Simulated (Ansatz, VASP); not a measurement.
**Two plane-wave programs on ZrB2**

The input POSCAR:

```
ZrB2
1.0
    3.1700000000      0.0000000000      0.0000000000
   -1.5850000000      2.7453005300      0.0000000000
    0.0000000000      0.0000000000      3.5330000000
Zr B
1 2
Direct
    0.0000000000      0.0000000000      0.0000000000
    0.6666666667      0.3333333333      0.5000000000
    0.3333333333      0.6666666667      0.5000000000
```

File INCAR.step1:

```
SYSTEM = ZrB2
  ALGO = Normal
  EDIFF = 1E-4
  ENCUT = 600
  GGA = PE
  ISMEAR = -1
  LASPH = .True.
  LCHARG = .False.
  LDAU = .True.
  LDAUJ = 0 0
  LDAUL = 2 -1
  LDAUTYPE = 2
  LDAUU = 8 0
  LMAXMIX = 4
  LREAL = .False.
  LWAVE = .True.
  NELM = 150
  PREC = Accurate
  SIGMA = 0.05
```

The input INCAR.step2:

```
SYSTEM = ZrB2
  ALGO = Normal
  EDIFF = 1E-7
  EDIFFG = -0.01
  ENCUT = 600
  IBRION = 2
  ISIF = 3
  ISMEAR = -1
  ISTART = 1
  LASPH = .True.
  LCHARG = .False.
  LDAU = .True.
  LDAUJ = 0 0
  LDAUL = 2 -1
  LDAUPRINT = 1
  LDAUTYPE = 2
  LDAUU = 8 0
  LMAXMIX = 4
  LMIXTAU = .True.
  LREAL = .False.
  LWAVE = .False.
  METAGGA = R2SCAN
  NELM = 150
  NSW = 60
  PREC = Accurate
  SIGMA = 0.05
```

Contents of KPOINTS:

```
k-points
0
Gamma
  10 10 8
  0 0 0
```

The input input.yaml:

```yaml
crystal:
  lattice:
    - [3.17, 0.0, 0.0]
    - [-1.585, 2.74530053, 0.0]
    - [0.0, 0.0, 3.533]
  atoms:
    - { symbol: Zr, position: [0.0, 0.0, 0.0] }
    - { symbol: B, position: [0.6666666667, 0.3333333333, 0.5] }
    - { symbol: B, position: [0.3333333333, 0.6666666667, 0.5] }
hamiltonian:
  xc: r2scan
  pseudopotentials: { kind: paw }
  hubbard: { sites: [{ species: Zr, l: d, u_eff: 8.0 }] }
kpoints:
  mp_grid: { grid: [10, 10, 8] }
scf:
  occupations: { method: fermi_dirac, width: 0.05 }
output:
  forces: true
  stress: true
  eigenvalues: true
relax:
  f_tol: 0.01
  max_steps: 40
  cell: { stress_tol: 0.05 }
```

Alike in both runs: task relaxation of cell and atoms; functional r2SCAN; k mesh 10 × 10 × 8; occupations fermi-dirac, width 0.05 eV; no spin polarisation; Hubbard terms Zr d U = 8.0 eV.

|  | VASP | Ansatz |
| --- | --- | --- |
| version | VASP 6.6.1 | Ansatz 0.2.0 |
| potentials or method | VASP PAW PBE potentials, release 64 (Zr_sv, B) | Ansatz PAW |
| plane-wave cutoff (eV) | 600 | 500 |
| valence electrons in the cell | 18 | 18 |

```tsv
	VASP	Ansatz	Ansatz less VASP
gap on the k mesh at the Fermi level, each at its own relaxed structure (eV)	none	none	-
relaxed volume (Å³/atom)	11.10	10.68	-0.417
relaxed cell length with the largest relative difference (Å)	3.230	3.182	-0.0479
```

VASP's potentials were made for PBE, not for r2SCAN. The programs project onto different local orbitals, so the same U acts differently, and such runs can settle in different states. A gap of «none» marks a metal or a gap that the smearing closes.

Noted on Ansatz's run: the plane-wave basis is chosen anew once the cell has moved, so the energies of steps on either side of that aren't comparable.
